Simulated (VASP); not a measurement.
A run of VASP 6.6.1 is set up as follows.

INCAR

```
SYSTEM = TiB2
  PREC = Accurate
  ENCUT = 600
  EDIFF = 1E-6
  ISMEAR = -1
  SIGMA = 0.05
  LREAL = .FALSE.
  LASPH = .TRUE.
  NELM = 100
  ALGO = Normal
  ISIF = 3
  LWAVE = .FALSE.
  LCHARG = .FALSE.
  GGA = PS
  IBRION = 2
  NSW = 60
  EDIFFG = -0.01
  PSTRESS = 100.0
```

File KPOINTS:

```
regular mesh
0
G
  10 10 8
  0 0 0
```

POSCAR

```
TiB2
1.0
    3.0292000000      0.0000000000      0.0000000000
   -1.5146000000      2.6233641531      0.0000000000
    0.0000000000      0.0000000000      3.2284000000
Ti B
1 2
Direct
    0.0000000000      0.0000000000      0.0000000000
    0.6666666667      0.3333333333      0.5000000000
    0.3333333333      0.6666666667      0.5000000000
```

Potentials or basis: VASP PAW PBE potentials, release 64 (Ti_sv, B).

Run with:

```console
$ cat potpaw_PBE.64/Ti_sv/POTCAR potpaw_PBE.64/B/POTCAR > POTCAR
$ mpirun -np 1 vasp_std > vasp.out
```

(1) Estimate the band gap on the k mesh.

(2) Estimate the space group after relaxing (to 0.05 Å).

(3) Predict the relaxed volume.

## Answers

(1) zero (band 9 reaches 11.05 eV, above the bottom of band 10 at 10.25 eV).

(2) P6/mmm (No. 191).

(3) 8.09 Å³/atom.

Caveat: the cell is relaxed towards a set pressure, so the enthalpy falls and the energy may rise; the PAW data sets were made with another functional, which shifts forces and pressure a little.
